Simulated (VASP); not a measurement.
Write the native input for VASP 6.6.1 that does the following.

```yaml
Task: single point
Functional: BLYP
Potentials_or_basis: VASP PAW PBE potentials, release 64 (Co)
Cutoff: 520 eV
k_mesh: 18 × 18 × 18
Occupations: fermi-dirac, width 0.1 eV
Spin: no spin polarisation
Dipole_correction: no
Further_INCAR_settings: ALGO = Normal; EDIFF = 1e-07; NBANDS = 10
```

The structure of Co lies in POSCAR:

```
Co
1.0
   -1.3847576230      1.3847576230      1.3847576230
    1.3847576230     -1.3847576230      1.3847576230
    1.3847576230      1.3847576230     -1.3847576230
Co
1
Direct
    0.0000000000      0.0000000000      0.0000000000
```

This cell differs from its parent crystal: volume scaled by 0.96.

One way to write it, as run:

INCAR

```
SYSTEM = Co
PREC = Accurate
ENCUT = 520
EDIFF = 1E-7
ISMEAR = -1
SIGMA = 0.1
LREAL = .FALSE.
LASPH = .TRUE.
NELM = 80
ALGO = Normal
ISIF = 2
LWAVE = .FALSE.
LCHARG = .TRUE.
GGA = B5
ALDAX = 1.0
AGGAX = 1.0
AGGAC = 1.0
ALDAC = 0.0
LELF = .TRUE.
LVHAR = .TRUE.
NBANDS = 10
```

KPOINTS

```
Automatic mesh
0
G
  18 18 18
  0 0 0
```

Potentials or basis: VASP PAW PBE potentials, release 64 (Co).

Command:

```bash
$ cat potpaw_PBE.64/Co/POTCAR > POTCAR
$ mpirun -np 1 vasp_std > vasp.out
```

Results of the run:

- Pressure: 8.9 GPa

Caveat: the PAW data sets were made with another functional, which shifts forces and pressure a little; the run has no spin polarisation, though such a crystal can be magnetic.

Run time: 15 s on 1 thread of Intel Xeon 6975P-C (shared host), peak memory 0.14 GiB.
